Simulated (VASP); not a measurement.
# CdS (Fm-3m) in VASP: single point with r2SCAN

Aim: the single point of CdS with r2SCAN.

All numbers are computed with VASP 6.6.1; they aren't measurements. Logs are shortened: lines on timing, memory, paths and dates and some standing lists are left out, and cuts for length are marked.

### 1 The cell of the first run

Symmetry: Fm-3m, No. 225, cubic system. Conventional cell: a = 5.454 Å, b = 5.454 Å, c = 5.454 Å, α = 90.00°, β = 90.00°, γ = 90.00°. Within 3.6 Å of Cd (site symmetry m-3m) lie 6 S at 2.73 Å. S (site symmetry m-3m) has 6 Cd at 2.73 Å within 3.6 Å.

### 2 Single point, r2SCAN

Input file POSCAR:

```
CdS
1.0
    0.0000000000      2.7268811899      2.7268811899
    2.7268811899      0.0000000000      2.7268811899
    2.7268811899      2.7268811899      0.0000000000
Cd S
1 1
Direct
    0.0000000000      0.0000000000      0.0000000000
    0.5000000000      0.5000000000      0.5000000000
```

Input file INCAR.step1:

```
  ALGO = Normal
  EDIFF = 1E-4
  ENCUT = 520
  GGA = PE
  ISMEAR = -1
  LASPH = True
  LCHARG = False
  LREAL = False
  LWAVE = True
  NBANDS = 16
  NELM = 80
  PREC = Accurate
  SIGMA = 0.1
```

Input file INCAR.step2:

```
  ALGO = Normal
  EDIFF = 1E-6
  ENCUT = 520
  ISIF = 2
  ISMEAR = -1
  ISTART = 1
  LASPH = True
  LCHARG = False
  LMIXTAU = True
  LREAL = False
  LWAVE = False
  METAGGA = R2SCAN
  NBANDS = 16
  NELM = 80
  PREC = Accurate
  SIGMA = 0.1
```

Input file KPOINTS:

```
k-points
0
Gamma
  16 16 16
```

Potentials or basis: VASP PAW PBE potentials, release 64 (Cd, S).

Started as:

```
$ cat potpaw_PBE.64/Cd/POTCAR potpaw_PBE.64/S/POTCAR > POTCAR
$ cp INCAR.step1 INCAR
$ mpirun -np 1 vasp_std > vasp.out
$ cp INCAR.step2 INCAR
$ mpirun -np 1 vasp_std > vasp.out
```

OUTCAR:

```text
EDIFF = 1E-6
   ENCUT = 520
   ISIF = 2
   ISMEAR = -1
   ISTART = 1
   LASPH = True
   LREAL = False
   METAGGA = R2SCAN
   NELM = 80
   PREC = Accurate

 ion  position               nearest neighbor table
   1  0.000  0.000  0.000-   2 2.73   2 2.73   2 2.73   2 2.73   2 2.73   2 2.73
   2  0.500  0.500  0.500-   1 2.73   1 2.73   1 2.73   1 2.73   1 2.73   1 2.73

  LATTYP: Found a face centered cubic cell.
 ALAT       =     5.4537623798

  Lattice vectors:

 A1 = (   0.0000000000,   2.7268811899,   2.7268811899)
 A2 = (   2.7268811899,   0.0000000000,   2.7268811899)
 A3 = (   2.7268811899,   2.7268811899,   0.0000000000)

Analysis of symmetry for initial positions (statically):
=====================================================================
 Subroutine PRICEL returns:
 Original cell was already a primitive cell.

 Routine SETGRP: Setting up the symmetry group for a
 face centered cubic supercell.

 Subroutine GETGRP returns: Found 48 space group operations
 (whereof 48 operations were pure point group operations)
 out of a pool of 48 trial point group operations.

The static configuration has the point symmetry O_h .

Analysis of symmetry for dynamics (positions and initial velocities):
=====================================================================
 Subroutine PRICEL returns:
 Original cell was already a primitive cell.

 Routine SETGRP: Setting up the symmetry group for a
 face centered cubic supercell.

 Subroutine GETGRP returns: Found 48 space group operations
 (whereof 48 operations were pure point group operations)
 out of a pool of 48 trial point group operations.

The dynamic configuration has the point symmetry O_h .

 Subroutine INISYM returns: Found 48 space group operations
 (whereof 48 operations are pure point group operations),
 and found     1 'primitive' translations

----------------------------------------------------------------------------------------

                                     Primitive cell

  volume of cell :      40.5535

  direct lattice vectors                    reciprocal lattice vectors
     0.000000000  2.726881190  2.726881190    -0.183359657  0.183359657  0.183359657
     2.726881190  0.000000000  2.726881190     0.183359657 -0.183359657  0.183359657
     2.726881190  2.726881190  0.000000000     0.183359657  0.183359657 -0.183359657

  length of vectors
     3.856392362  3.856392362  3.856392362     0.317588242  0.317588242  0.317588242

  position of ions in fractional coordinates (direct lattice)
     0.000000000  0.000000000  0.000000000
     0.500000000  0.500000000  0.500000000

[... 77 lines left out ...]
   LREAL  =      F    real-space projection
   EDIFFG = 0.1E-04   stopping-criterion for IOM
   NSW    =      0    number of steps for IOM
   IBRION =     -1    ionic relax: 0-MD 1-quasi-New 2-CG
   NFREE  =      0    steps in history (QN), initial steepest desc. (CG)
   ISIF   =      2    stress and relaxation
   ISYM   =      2    0-nonsym 1-usesym 2-fastsym
   POTIM  = 0.5000    time-step for ionic-motion
   TEBEG  =    0.0;   TEEND  =   0.0 temperature during run
   PSTRESS=    0.0 pullay stress
   NELECT =      18.0000    total number of electrons
   NUPDOWN=      -1.0000    fix difference up-down
   EMIN   =  10.00;   EMAX   =-10.00  energy-range for DOS
   EFERMI =   0.00;   METHOD = LEGACY
   ISMEAR =    -1;   SIGMA  =   0.10  broadening in eV -4-tet -1-fermi 0-gaus
   EFERMI_NEDOS =   21; number of points for ismear=-14 and -15
   IALGO  =     38    algorithm
   IMIX   =      4    mixing-type and parameters
     AMIX     =   0.40;   BMIX     =  1.00
     AMIX_MAG =   1.60;   BMIX_MAG =  1.00
  volume/ion in A,a.u.               =      20.28       136.83
  Fermi-wavevector in a.u.,A,eV,Ry     =   1.248790  2.359871 21.217969  1.559477
  Thomas-Fermi vector in A             =   2.382861
   LORBIT       =      0    0 simple, 1 ext, 2 COOP (PROOUT), +10 PAW based schemes
   METAGGA = R2SCAN    functional components
   LHFCALC =     F    Hartree Fock is set to
   AEXX    =    0.0000 exact exchange contribution
   IVDW    =     0    specifies the selected vdW correction
   LEPSILON=     F    determine dielectric tensor
   LRPA    =     F    only Hartree local field effects (RPA)
 non-spin polarized calculation
  energy-cutoff  :      520.00
  volume of cell :       40.55
 maximum number of plane-waves:      1109
 NGX is ok and might be reduce to    30
   NGX = 15   NGY = 15   NGZ = 15

 number of electron      18.0000003 magnetization

 Free energy of the ion-electron system (eV)
  ---------------------------------------------------
  ext. energy  EPLUGINS =         0.00000000
  ---------------------------------------------------
  free energy    TOTEN  =       -29.52502126 eV

  energy without entropy =      -29.52442701  energy(sigma->0) =      -29.52472414

 E-fermi :   3.3113     XC(G=0): -11.0042

 val. band max:        2.7488083060   @ k =  -0.3750   0.0625   0.0000
 cond. band min:       3.4841997812   @ k =   0.5000   0.5000   0.0000
 fundamental gap:      0.7353914752
 Fermi energy:         3.3113300771

 k-point     1 :       0.0000    0.0000    0.0000
  band No.  band energies     occupation
      1     -10.5913      2.00000
      2      -5.1078      2.00000
      3      -5.1078      2.00000
      4      -5.1071      2.00000
      5      -5.1071      2.00000
      6      -5.1071      2.00000
[... 433 lines left out ...]
      3      -5.1325      2.00000
      4      -5.1167      2.00000
      5      -5.0950      2.00000
      6      -5.0794      2.00000
[... 8 lines left out ...]
     15      14.3336      0.00000
     16      15.1942      0.00000

 [... further k-points ...]

------------------------ aborting loop because EDIFF is reached ----------------------------------------

  FORCE on cell =-STRESS in cart. coord.  units (eV):
  Direction    XX          YY          ZZ          XY          YZ          ZX
  --------------------------------------------------------------------------------------
  -------------------------------------------------------------------------------------
  Total        0.1170989      0.1170989      0.1170989      0.0000000     -0.0000000      0.0000000
  in kB        4.6263087      4.6263087      4.6263087      0.0000000     -0.0000000      0.0000000
  external PRESSURE =       4.6263087 kB  Pullay stress =       0.0000000 kB

 VOLUME and BASIS-vectors are now :
 -----------------------------------------------------------------------------
  energy-cutoff  :      520.00
  volume of cell :       40.55
      direct lattice vectors                 reciprocal lattice vectors
     0.000000000  2.726881190  2.726881190    -0.183359657  0.183359657  0.183359657
     2.726881190  0.000000000  2.726881190     0.183359657 -0.183359657  0.183359657
     2.726881190  2.726881190  0.000000000     0.183359657  0.183359657 -0.183359657

 POSITION                                       TOTAL-FORCE (eV/Angst)
 -----------------------------------------------------------------------------------
      0.00000      0.00000      0.00000        -0.000000     -0.000000      0.000000
      2.72688      2.72688      2.72688         0.000000      0.000000     -0.000000
 -----------------------------------------------------------------------------------
    total drift:                               -0.000000      0.000000      0.000000

  FREE ENERGIE OF THE ION-ELECTRON SYSTEM (eV)
  ---------------------------------------------------
  free  energy   TOTEN  =       -29.5250212610 eV

  energy  without entropy=      -29.5244270130  energy(sigma->0) =      -29.52472414
```

OSZICAR.step1:

```text
N       E                     dE             d eps       ncg     rms          rms(c)
DAV:   1     0.107682666430E+03    0.10768E+03   -0.94234E+03  4808   0.107E+03
DAV:   2    -0.264780776275E+01   -0.11033E+03   -0.10293E+03  5688   0.256E+02
DAV:   3    -0.642581218827E+01   -0.37780E+01   -0.37715E+01  5672   0.494E+01
DAV:   4    -0.644333203242E+01   -0.17520E-01   -0.17519E-01  5784   0.336E+00
DAV:   5    -0.644349596465E+01   -0.16393E-03   -0.16393E-03  5680   0.313E-01    0.765E+00
DAV:   6    -0.589644079648E+01    0.54706E+00   -0.85192E-01  6352   0.116E+01    0.638E+00
DAV:   7    -0.587168822599E+01    0.24753E-01   -0.16767E-01  5848   0.295E+00    0.330E+00
DAV:   8    -0.587089406827E+01    0.79416E-03   -0.18125E-02  5448   0.168E+00    0.309E-01
DAV:   9    -0.587068943972E+01    0.20463E-03   -0.15762E-03  5888   0.572E-01    0.624E-02
DAV:  10    -0.587073442851E+01   -0.44989E-04   -0.19053E-04  4776   0.141E-01
   1 F= -.58707344E+01 E0= -.58691430E+01  d E =-.318276E-02
```

Wall time 11 min (1 thread of AMD EPYC 7R13, shared host); peak memory 0.21 GiB.

Results:

```yaml
Free_energy: -29.5250 eV
Pressure: 0.5 GPa
Band_gap_on_the_k_mesh: 0.74 eV, indirect (least direct gap 2.35 eV)
```

Caveat: the PAW data sets were made with another functional, which shifts forces and pressure a little. r2SCAN opens gaps a little over a GGA but as a rule still falls short of measured ones.
